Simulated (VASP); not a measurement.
# AgRh (P-6m2) in VASP: notebook

The runs below take AgRh through single point, with PBE.

Everything below comes from runs of VASP 6.6.1. Logs are shortened: lines on timing, memory, paths and dates and some standing lists are left out, and cuts for length are marked.

### Step 1. The cell of the first run

It takes space group P-6m2 (No. 187, hexagonal). The conventional cell has a = 2.731 Å, b = 2.731 Å, c = 4.727 Å, α = 90.00°, β = 90.00°, γ = 120.00°. Within 3.6 Å of Ag (site symmetry -6m2) lie 6 Ag at 2.73 Å and 6 Rh at 2.84 Å. Rh (site symmetry -6m2) has 6 Rh at 2.73 Å and 6 Ag at 2.84 Å within 3.6 Å.

### Step 2. Single point, PBE

Input file INCAR:

```
SYSTEM = AgRh
PREC = Accurate ; ENCUT = 520
EDIFF = 1E-6 ; ISMEAR = -1
SIGMA = 0.15 ; LREAL = .False.
LASPH = .True. ; NELM = 80
ALGO = Normal ; ISIF = 2
LWAVE = .False. ; LCHARG = .False.
GGA = PE ; NBANDS = 20
```

Input file KPOINTS:

```
Automatic mesh
0
Gamma
  10 10 5
  0 0 0
```

Input file POSCAR:

```
AgRh
1.0
    2.7305129374      0.0000000000      0.0000000000
   -1.3652564687      2.3647209356      0.0000000000
    0.0000000000      0.0000000000      4.7270825571
Ag Rh
1 1
Direct
    0.0000000000      0.0000000000      0.5000000000
    0.6666666667      0.3333333333      0.0000000000
```

Potentials or basis: VASP PAW PBE potentials, release 64 (Ag, Rh_pv).

Run with:

```sh
$ cat potpaw_PBE.64/Ag/POTCAR potpaw_PBE.64/Rh_pv/POTCAR > POTCAR
$ mpirun -np 1 vasp_std > vasp.out
```

OUTCAR:

```text
SYSTEM = AgRh
   PREC = Accurate
   ENCUT = 520
   EDIFF = 1E-6
   ISMEAR = -1
   LREAL = .False.
   LASPH = .True.
   NELM = 80
   ISIF = 2
   GGA = PE

 ion  position               nearest neighbor table
   1  0.000  0.000  0.500-   2 2.84   2 2.84   2 2.84   2 2.84   2 2.84   2 2.84
   2  0.667  0.333  0.000-   1 2.84   1 2.84   1 2.84   1 2.84   1 2.84   1 2.84

  LATTYP: Found a hexagonal cell.
 ALAT       =     2.7305129374
 C/A-ratio  =     1.7312067972

  Lattice vectors:

 A1 = (   2.7305129374,   0.0000000000,   0.0000000000)
 A2 = (  -1.3652564687,   2.3647209356,   0.0000000000)
 A3 = (   0.0000000000,   0.0000000000,   4.7270825571)

Analysis of symmetry for initial positions (statically):
=====================================================================
 Subroutine PRICEL returns:
 Original cell was already a primitive cell.

 Routine SETGRP: Setting up the symmetry group for a
 hexagonal supercell.

 Subroutine GETGRP returns: Found 12 space group operations
 (whereof 12 operations were pure point group operations)
 out of a pool of 24 trial point group operations.

The static configuration has the point symmetry D_3h.

Analysis of symmetry for dynamics (positions and initial velocities):
=====================================================================
 Subroutine PRICEL returns:
 Original cell was already a primitive cell.

 Routine SETGRP: Setting up the symmetry group for a
 hexagonal supercell.

 Subroutine GETGRP returns: Found 12 space group operations
 (whereof 12 operations were pure point group operations)
 out of a pool of 24 trial point group operations.

The dynamic configuration has the point symmetry D_3h.

 Subroutine INISYM returns: Found 12 space group operations
 (whereof 12 operations are pure point group operations),
 and found     1 'primitive' translations

----------------------------------------------------------------------------------------

                                     Primitive cell

  volume of cell :      30.5223

  direct lattice vectors                    reciprocal lattice vectors
     2.730512937  0.000000000  0.000000000     0.366231555  0.211441440  0.000000000
    -1.365256469  2.364720936  0.000000000     0.000000000  0.422882880  0.000000000
     0.000000000  0.000000000  4.727082557     0.000000000  0.000000000  0.211546972

  length of vectors
     2.730512937  2.730536637  4.727082557     0.422886551  0.422882880  0.211546972

  position of ions in fractional coordinates (direct lattice)
     0.000000000  0.000000000  0.500000000
     0.666666667  0.333333333  0.000000000

  ion indices of the primitive-cell ions
   primitive index   ion index
                 1           1
                 2           2

----------------------------------------------------------------------------------------

 KPOINTS: Automatic mesh

Automatic generation of k-mesh.
 Grid dimensions read from file:
 generate k-points for:   10   10    5

 Generating k-lattice:

  Cartesian coordinates                     Fractional coordinates (reciprocal lattice)
     0.036623156  0.021144144  0.000000000     0.100000000  0.000000000  0.000000000
     0.000000000  0.042288288  0.000000000     0.000000000  0.100000000  0.000000000
     0.000000000  0.000000000  0.042309394     0.000000000  0.000000000  0.200000000

  Length of vectors
     0.042288655  0.042288288  0.042309394

  Shift w.r.t. Gamma in fractional coordinates (k-lattice)
     0.000000000  0.000000000  0.000000000

 Subroutine IBZKPT returns following result:
 ===========================================

 Found     42 irreducible k-points:

 Following reciprocal coordinates:
            Coordinates               Weight
  0.000000  0.000000  0.000000      1.000000
  0.100000  0.000000  0.000000      6.000000
  0.200000  0.000000  0.000000      6.000000
  0.300000  0.000000  0.000000      6.000000
  0.400000 -0.000000  0.000000      6.000000
  0.500000  0.000000  0.000000      3.000000
[... 16 lines left out ...]
  0.300000  0.100000  0.200000     24.000000
  0.400000  0.100000  0.200000     24.000000
 [... further k-points ...]
   k-points           NKPTS =     42   k-points in BZ     NKDIM =     42   number of bands    NBANDS=     20
   number of dos      NEDOS =    301   number of ions     NIONS =      2
   total plane-waves  NPLWV =  14400
   dimension x,y,z NGX =    20 NGY =   20 NGZ =   36
   dimension x,y,z NGXF=    40 NGYF=   40 NGZF=   72
   ions per type =               1   1
   NGX,Y,Z   is equivalent  to a cutoff of  12.18, 12.18, 12.66 a.u.
   NGXF,Y,Z  is equivalent  to a cutoff of  24.35, 24.35, 25.32 a.u.
 SYSTEM =  AgRh
   PREC   = accura    normal or accurate (medium, high low for compatibility)
   ISTART =      0    job   : 0-new  1-cont  2-samecut
   ICHARG =      2    charge: 1-file 2-atom 10-const
   ISPIN  =      1    spin polarized calculation?
   LNONCOLLINEAR =      F non collinear calculations
   LSORBIT =      F    spin-orbit coupling
   LASPH  =      T    aspherical Exc in radial PAW
   ENCUT  =  520.0 eV  38.22 Ry    6.18 a.u.   5.08  5.08  8.79*2*pi/ulx,y,z
   NELM   =     80;   NELMIN=  2; NELMDL= -5     # of ELM steps
   EDIFF  = 0.1E-05   stopping-criterion for ELM
   LREAL  =      F    real-space projection
[... 7 lines left out ...]
   TEBEG  =    0.0;   TEEND  =   0.0 temperature during run
   PSTRESS=    0.0 pullay stress
   NELECT =      26.0000    total number of electrons
   NUPDOWN=      -1.0000    fix difference up-down
   EMIN   =  10.00;   EMAX   =-10.00  energy-range for DOS
   EFERMI =   0.00;   METHOD = LEGACY
   ISMEAR =    -1;   SIGMA  =   0.15  broadening in eV -4-tet -1-fermi 0-gaus
   EFERMI_NEDOS =   21; number of points for ismear=-14 and -15
   IALGO  =     38    algorithm
   IMIX   =      4    mixing-type and parameters
     AMIX     =   0.40;   BMIX     =  1.00
     AMIX_MAG =   1.60;   BMIX_MAG =  1.00
  volume/ion in A,a.u.               =      15.26       102.99
  Fermi-wavevector in a.u.,A,eV,Ry     =   1.551887  2.932642 32.767647  2.408354
  Thomas-Fermi vector in A             =   2.656342
   LORBIT       =      0    0 simple, 1 ext, 2 COOP (PROOUT), +10 PAW based schemes
   GGA     = PE    functional components
   LHFCALC =     F    Hartree Fock is set to
   AEXX    =    0.0000 exact exchange contribution
   IVDW    =     0    specifies the selected vdW correction
   LEPSILON=     F    determine dielectric tensor
   LRPA    =     F    only Hartree local field effects (RPA)
 non-spin polarized calculation
  energy-cutoff  :      520.00
  volume of cell :       30.52
 maximum number of plane-waves:       845
   NGX = 11   NGY = 11   NGZ = 17

 number of electron      26.0000003 magnetization

 Free energy of the ion-electron system (eV)
  ---------------------------------------------------
  ext. energy  EPLUGINS =         0.00000000
  ---------------------------------------------------
  free energy    TOTEN  =        -9.51624857 eV

  energy without entropy =       -9.32656295  energy(sigma->0) =       -9.42140576

 E-fermi :   9.7135     XC(G=0): -13.1061

 val. band max:        9.7059415432   @ k =   0.2000   0.0000   0.0000
 cond. band min:       9.7381371922   @ k =   0.1000   0.0000   0.2000
 fundamental gap:      0.0321956490
 Fermi energy:         9.7135332724

 k-point     1 :       0.0000    0.0000    0.0000
  band No.  band energies     occupation
      1     -36.0794      2.00000
      2     -36.0485      2.00000
      3     -36.0483      2.00000
      4       2.0866      2.00000
      5       3.5560      2.00000
      6       5.1341      2.00000
[... 12 lines left out ...]
     19      28.6026      0.00000
     20      31.5276      0.00000

 k-point     2 :       0.1000    0.0000    0.0000
  band No.  band energies     occupation
      1     -36.0951      2.00000
      2     -36.0731      2.00000
      3     -36.0595      2.00000
      4       2.4137      2.00000
      5       3.7508      2.00000
      6       5.0034      2.00000
[... 12 lines left out ...]
     19      28.2117      0.00000
     20      29.7366      0.00000

 k-point     3 :       0.2000    0.0000    0.0000
  band No.  band energies     occupation
      1     -36.2162      2.00000
      2     -36.0886      2.00000
      3     -36.0567      2.00000
      4       3.2425      2.00000
      5       4.1177      2.00000
      6       4.9126      2.00000
[... 12 lines left out ...]
     19      27.8577      0.00000
     20      28.2406      0.00000

 k-point     4 :       0.3000    0.0000    0.0000
  band No.  band energies     occupation
      1     -36.3638      2.00000
      2     -36.1244      2.00000
      3     -36.0363      2.00000
      4       3.6162      2.00000
      5       4.4520      2.00000
      6       4.6621      2.00000
[... 12 lines left out ...]
     19      25.5648      0.00000
     20      27.3197      0.00000

 k-point     5 :       0.4000   -0.0000    0.0000
  band No.  band energies     occupation
      1     -36.4815      2.00000
      2     -36.1533      2.00000
      3     -36.0198      2.00000
      4       3.3957      2.00000
      5       4.1848      2.00000
      6       4.6544      2.00000
[... 12 lines left out ...]
     19      23.5021      0.00000
     20      23.9103      0.00000
[... 353 lines left out ...]
      6       4.7828      2.00000
[... 12 lines left out ...]
     19      27.3970      0.00000
     20      27.9163      0.00000

 k-point    22 :       0.2000    0.1000    0.2000
  band No.  band energies     occupation
      1     -36.3015      2.00000
      2     -36.1238      2.00000
      3     -36.0436      2.00000
      4       3.9143      2.00000
      5       4.4069      2.00000
      6       4.8106      2.00000
[... 12 lines left out ...]
     19      25.9870      0.00000
     20      27.5363      0.00000

 k-point    23 :       0.3000    0.1000    0.2000
  band No.  band energies     occupation
      1     -36.4255      2.00000
      2     -36.1648      2.00000
      3     -36.0249      2.00000
      4       3.7336      2.00000
      5       4.2209      2.00000
      6       4.9270      2.00000
[... 12 lines left out ...]
     19      23.5348      0.00000
     20      26.2247      0.00000

 k-point    24 :       0.4000    0.1000    0.2000
  band No.  band energies     occupation
      1     -36.5013      2.00000
      2     -36.1901      2.00000
      3     -36.0134      2.00000
      4       3.5246      2.00000
      5       3.9783      2.00000
      6       5.0021      2.00000
[... 12 lines left out ...]
     19      22.6583      0.00000
     20      24.3097      0.00000

 [... further k-points ...]

------------------------ aborting loop because EDIFF is reached ----------------------------------------

  FORCE on cell =-STRESS in cart. coord.  units (eV):
  Direction    XX          YY          ZZ          XY          YZ          ZX
  --------------------------------------------------------------------------------------
  -------------------------------------------------------------------------------------
  Total        1.4568730      1.4569067      0.9283981      0.0000000      0.0000000     -0.0000000
  in kB       76.4742015     76.4759715     48.7334906      0.0000000      0.0000000     -0.0000000
  external PRESSURE =      67.2278879 kB  Pullay stress =       0.0000000 kB

 VOLUME and BASIS-vectors are now :
 -----------------------------------------------------------------------------
  energy-cutoff  :      520.00
  volume of cell :       30.52
      direct lattice vectors                 reciprocal lattice vectors
     2.730512937  0.000000000  0.000000000     0.366231555  0.211441440  0.000000000
    -1.365256469  2.364720936  0.000000000     0.000000000  0.422882880  0.000000000
     0.000000000  0.000000000  4.727082557     0.000000000  0.000000000  0.211546972

 POSITION                                       TOTAL-FORCE (eV/Angst)
 -----------------------------------------------------------------------------------
      0.00000      0.00000      2.36354        -0.000000     -0.000000      0.000000
      1.36526      0.78824      0.00000         0.000000      0.000000      0.000000
 -----------------------------------------------------------------------------------
    total drift:                                0.000000      0.000021      0.000000

  FREE ENERGIE OF THE ION-ELECTRON SYSTEM (eV)
  ---------------------------------------------------
  free  energy   TOTEN  =        -9.5162485719 eV

  energy  without entropy=       -9.3265629477  energy(sigma->0) =       -9.42140576
```

Wall time 22 s (1 thread of Intel Xeon 8259CL, shared host); peak memory 0.16 GiB.

Results:

```
Free energy            : -9.5162 eV
Pressure               : 6.7 GPa
Band gap on the k mesh : zero (bands 13 and 14 overlap by 1.34 eV)
```

Levels at points of the mesh, in eV from the Fermi level:
| k point | band 10 | band 11 | band 12 | band 13 | band 14 | band 15 | band 16 | band 17 |
| --- | --- | --- | --- | --- | --- | --- | --- | --- |
| (0.00, 0.00, 0.00) | -3.30 | -2.00 | -2.00 | -0.03 | 0.07 | 0.07 | 5.61 | 16.65 |
| (0.50, 0.00, 0.00) | -2.33 | -1.83 | -0.16 | 1.15 | 1.84 | 4.12 | 8.68 | 8.85 |

Caveat: the cell stands under pressure.

### Step 3. Single point, PBE

This run uses another cell than the first one, of 17.19 Å³/atom.

Input file INCAR:

```
SYSTEM = AgRh
ALGO = Normal
EDIFF = 1E-7
ENCUT = 520
GGA = PE
ISIF = 2
ISMEAR = -1
LASPH = .True.
LCHARG = .False.
LREAL = .False.
LWAVE = .False.
NBANDS = 20
NELM = 60
PREC = Accurate
SIGMA = 0.15
```

Input file KPOINTS:

```
k-points
0
Gamma
  10 10 5
  0 0 0
```

Input file POSCAR:

```
AgRh
1.0
    2.8409546166      0.0000000000      0.0000000000
   -1.4204773083      2.4603673424      0.0000000000
    0.0000000000      0.0000000000      4.9182799429
Ag Rh
1 1
Direct
    0.0000000000      0.0000000000      0.5000000000
    0.6666666667      0.3333333333      0.0000000000
```

Potentials or basis: VASP PAW PBE potentials, release 64 (Ag, Rh_pv).

Run with:

```sh
$ cat potpaw_PBE.64/Ag/POTCAR potpaw_PBE.64/Rh_pv/POTCAR > POTCAR
$ mpirun -np 1 vasp_std > vasp.out
```

OUTCAR:

```text
SYSTEM = AgRh
   EDIFF = 1E-7
   ENCUT = 520
   GGA = PE
   ISIF = 2
   ISMEAR = -1
   LASPH = .True.
   LREAL = .False.
   NELM = 60
   PREC = Accurate

 ion  position               nearest neighbor table
   1  0.000  0.000  0.500-   2 2.96   2 2.96   2 2.96   2 2.96   2 2.96   2 2.96
   2  0.667  0.333  0.000-   1 2.96   1 2.96   1 2.96   1 2.96   1 2.96   1 2.96

  LATTYP: Found a hexagonal cell.
 ALAT       =     2.8409546166
 C/A-ratio  =     1.7312067972

  Lattice vectors:

 A1 = (   2.8409546166,   0.0000000000,   0.0000000000)
 A2 = (  -1.4204773083,   2.4603673424,   0.0000000000)
 A3 = (   0.0000000000,   0.0000000000,   4.9182799429)

Analysis of symmetry for initial positions (statically):
=====================================================================
 Subroutine PRICEL returns:
 Original cell was already a primitive cell.

 Routine SETGRP: Setting up the symmetry group for a
 hexagonal supercell.

 Subroutine GETGRP returns: Found 12 space group operations
 (whereof 12 operations were pure point group operations)
 out of a pool of 24 trial point group operations.

The static configuration has the point symmetry D_3h.

[... 156 lines left out ...]
  free energy    TOTEN  =        -9.45469268 eV

  energy without entropy =       -9.24634237  energy(sigma->0) =       -9.35051752

 E-fermi :   7.9486     XC(G=0): -12.3788

 val. band max:        7.9221124986   @ k =   0.1000   0.0000   0.4000
 cond. band min:       7.9583095542   @ k =   0.1000   0.0000   0.2000
 fundamental gap:      0.0361970556
 Fermi energy:         7.9486344768

 k-point     1 :       0.0000    0.0000    0.0000
  band No.  band energies     occupation
      1     -37.6856      2.00000
      2     -37.6854      2.00000
      3     -37.6286      2.00000
      4       1.1706      2.00000
      5       2.5315      2.00000
      6       3.8155      2.00000
[... 541 lines left out ...]
     19      19.9044      0.00000
     20      21.5962      0.00000

 [... further k-points ...]

------------------------ aborting loop because EDIFF is reached ----------------------------------------

  FORCE on cell =-STRESS in cart. coord.  units (eV):
  Direction    XX          YY          ZZ          XY          YZ          ZX
  --------------------------------------------------------------------------------------
  -------------------------------------------------------------------------------------
  Total       -2.1400882     -2.1401377     -2.0794767      0.0000000      0.0000000      0.0000000
  in kB      -99.7389413    -99.7412499    -96.9141418      0.0000000      0.0000000      0.0000000
  external PRESSURE =     -98.7981110 kB  Pullay stress =       0.0000000 kB

 VOLUME and BASIS-vectors are now :
 -----------------------------------------------------------------------------
  energy-cutoff  :      520.00
  volume of cell :       34.38
      direct lattice vectors                 reciprocal lattice vectors
     2.840954617  0.000000000  0.000000000     0.351994359  0.203221686  0.000000000
    -1.420477308  2.460367342  0.000000000     0.000000000  0.406443372  0.000000000
     0.000000000  0.000000000  4.918279943     0.000000000  0.000000000  0.203323115

 POSITION                                       TOTAL-FORCE (eV/Angst)
 -----------------------------------------------------------------------------------
      0.00000      0.00000      2.45914        -0.000000      0.000000      0.000000
      1.42048      0.82012      0.00000         0.000000     -0.000000      0.000000
 -----------------------------------------------------------------------------------
    total drift:                               -0.000000      0.000017      0.000000

  FREE ENERGIE OF THE ION-ELECTRON SYSTEM (eV)
  ---------------------------------------------------
  free  energy   TOTEN  =        -9.4546926771 eV

  energy  without entropy=       -9.2463423662  energy(sigma->0) =       -9.35051752
```

stdout:

```text
POSCAR found type information on POSCAR AgRh
 POSCAR found :  2 types and       2 ions
 scaLAPACK will be used
 LDA part: xc-table for (Slater+PW92), standard interpolation
 POSCAR, INCAR and KPOINTS ok, starting setup
 FFT: planning ... GRIDC
 FFT: planning ... GRID_SOFT
 FFT: planning ... GRID
 WAVECAR not read
 entering main loop
```

It took 35 s on 1 thread of Intel Xeon 8259CL, shared host; peak memory 0.17 GiB.

What came out:

```yaml
Free_energy: -9.4547 eV
Pressure: -9.9 GPa
Band_gap_on_the_k_mesh: zero (bands 13 and 14 overlap by 1.08 eV)
```

Stress tensor (GPa, compression positive):
```
-9.97  0.00  0.00
 0.00 -9.97  0.00
 0.00  0.00 -9.69
```

Caveat: the cell stands under tension.
